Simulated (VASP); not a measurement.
Wanted: the native input for a VASP 6.6.1 run.

* Task: single point
* Functional: LDA
* Potentials or basis: VASP PAW LDA potentials, release 64 (N)
* Cutoff: 520 eV
* k mesh: 6 × 6 × 6
* Occupations: gaussian, width 0.02 eV
* Spin: collinear spin, ferromagnetic start
* Starting moments: [3.15, 3.15, 3.15, 3.15] μB
* Dipole correction: no
* Further INCAR settings: ALGO = Normal; EDIFF = 1e-07; NBANDS = 22

The structure of N lies in POSCAR:

```
N
1.0
    4.8307753776      0.0000000000      0.0000000000
    0.0000000000      4.8307753776      0.0000000000
    0.0000000000      0.0000000000      4.8307753776
N
4
Direct
   -0.0000221095     -0.0000221095     -0.0000221095
    0.5000221095      1.0000221095      0.4999778905
    0.4999778905      0.5000221095      1.0000221095
    1.0000221095      0.4999778905      0.5000221095
```

These files were run (other wordings do the same):

INCAR

```
SYSTEM = N
ALGO = Normal ; EDIFF = 1E-7
ENCUT = 520 ; ISIF = 2
ISMEAR = 0 ; ISPIN = 2
LASPH = .True. ; LCHARG = .False.
LORBIT = 11 ; LREAL = .False.
LWAVE = .False. ; MAGMOM = 3.15 3.15 3.15 3.15
NBANDS = 22 ; NELM = 150
PREC = Accurate ; SIGMA = 0.02
```

KPOINTS

```
k-points
0
Gamma
  6 6 6
  0 0 0
```

Potentials or basis: VASP PAW LDA potentials, release 64 (N).

Launch:

```bash
$ cat potpaw_LDA.64/N/POTCAR > POTCAR
$ mpirun -np 1 vasp_std > vasp.out
```

Results of the run:

```yaml
Pressure: -0.1 GPa
Band_gap_on_the_k_mesh: 1.58 eV
Net_moment: 12.00 μB per cell
Site_moments: N +1.93 μB
Valence_electrons_inside_the_program's_atomic_spheres: N 3.24
```

Run time: 36 s on 1 thread of Intel(R) Xeon(R) 6975P-C (Granite Rapids), on a shared host, peak memory 0.21 GiB.
